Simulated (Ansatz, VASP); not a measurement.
## One calculation of Ta2N, two programs

```
Ta N
1.0
     3.11659    0.00000    0.00000
    -1.55830    2.69905    0.00000
     0.00000    0.00000    4.49724
Ta N
2 1
Direct
  0.66667 0.33333 0.74669
  0.33333 0.66667 0.25331
  0.00000 0.00000 0.00000
```

Alike in both runs: task single point; functional LDA; k mesh 18 × 18 × 10; occupations gaussian, width 0.15 eV; no spin polarisation.

|  | VASP | Ansatz |
| --- | --- | --- |
| version | VASP 6.6.1 | Ansatz 0.2.0 |
| potentials or method | VASP PAW LDA potentials, release 64 (Ta_pv, N), cutoff 520 eV | scalar-relativistic, plane waves, PAW |
| valence electrons in the cell | 27 | 31 |

VASP gave:

| Quantity | Value |
| --- | --- |
| gap on the k mesh at the Fermi level (eV) | none |
| pressure (GPa) | 11.6 |
| traceless stress, the component that is largest in VASP (GPa) | 14.55 |
| rms of the force components (eV/Å) | 0.177 |

Estimate Ansatz's values.

gap on the k mesh at the Fermi level (eV): none; pressure (GPa): 9.8; traceless stress, the component that is largest in VASP (GPa): 14.60; rms of the force components (eV/Å): 0.204.

Ansatz warns that its potentials were made for another functional, while VASP's fit it. LDA's correlation is that of Perdew and Zunger in VASP and of Perdew and Wang (1992) in Ansatz. Atom by atom the forces differ by 0.027 eV/Å (rms over components). A gap of «none» marks a metal or a gap that the smearing closes. VASP's potentials hold 27 valence electrons a cell and Ansatz's 31, so a difference there can come from the potentials and not from the codes.

Neither program's run includes spin-orbit coupling.
